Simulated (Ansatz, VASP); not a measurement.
**MgS in VASP and in Ansatz**

```xyz
2
Lattice="0.0000 2.6016 2.6016 2.6016 0.0000 2.6016 2.6016 2.6016 0.0000" Properties=species:S:1:pos:R:3 pbc="T T T"
Mg   -0.0078    0.0071    0.0055
S     2.6076    2.5963    2.5975
```

Alike in both runs: task single point; functional PBEsol; k mesh 4 × 4 × 4; occupations gaussian, width 0.02 eV; no spin polarisation.

|  | VASP | Ansatz |
| --- | --- | --- |
| version | VASP 6.6.1 | Ansatz 0.2.0 |
| potentials or method | VASP PAW PBE potentials, release 64 (Mg, S) | plane waves, PAW |
| plane-wave cutoff (eV) | 600 | 420 |
| valence electrons in the cell | 8 | 16 |

```tsv
	VASP	Ansatz	Ansatz less VASP
rms of the force components (eV/Å)	0.033	0.033	-0.0001
```

VASP's potentials were made for PBE, not for PBEsol. Atom by atom the forces differ by 0.000 eV/Å (rms over components). VASP's potentials hold 8 valence electrons a cell and Ansatz's 16, so a difference there can come from the potentials and not from the codes.

The k mesh is coarse, so the values compare programs but aren't converged.
